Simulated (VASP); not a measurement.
A run of VASP 6.6.1 is set up as follows.

File INCAR:

```
SYSTEM = ZnO
PREC = Accurate
ENCUT = 520
EDIFF = 1E-6
ISMEAR = 0
SIGMA = 0.1
LREAL = .False.
LASPH = .True.
NELM = 60
ALGO = Normal
ISIF = 2
LWAVE = .False.
LCHARG = .False.
GGA = PE
NBANDS = 16
```

KPOINTS

```
Automatic mesh
0
Gamma
  6 6 6
  0 0 0
```

The input POSCAR:

```
ZnO
1.0
    2.0132336814     -2.0145212095      0.0000000000
    2.0132336814      2.0145212095      0.0000000000
    0.0000000000      0.0000000000      4.1862706190
Zn O
1 1
Direct
    0.0000000000      0.0000000000      0.5000000000
    0.5000000000      0.5000000000      0.5000000000
```

Potentials or basis: VASP PAW PBE potentials, release 64 (Zn, O).

Launch:

```sh
$ cat potpaw_PBE.64/Zn/POTCAR potpaw_PBE.64/O/POTCAR > POTCAR
$ mpirun -np 1 vasp_std > vasp.out
```

Problem. What does it give for the band gap on the k mesh?

Solution. 0.03 eV (least direct gap 2.59 eV).

Problem. Estimate the pressure.

Solution. 0.8 GPa.

Stress tensor (GPa, compression positive):
```
1.09 0.00 0.00
0.00 1.07 0.00
0.00 0.00 0.23
```

Caveat: the smearing spreads over this small gap; semilocal functionals underestimate gaps, and a narrow one can read as zero. A k mesh can miss the band edges.
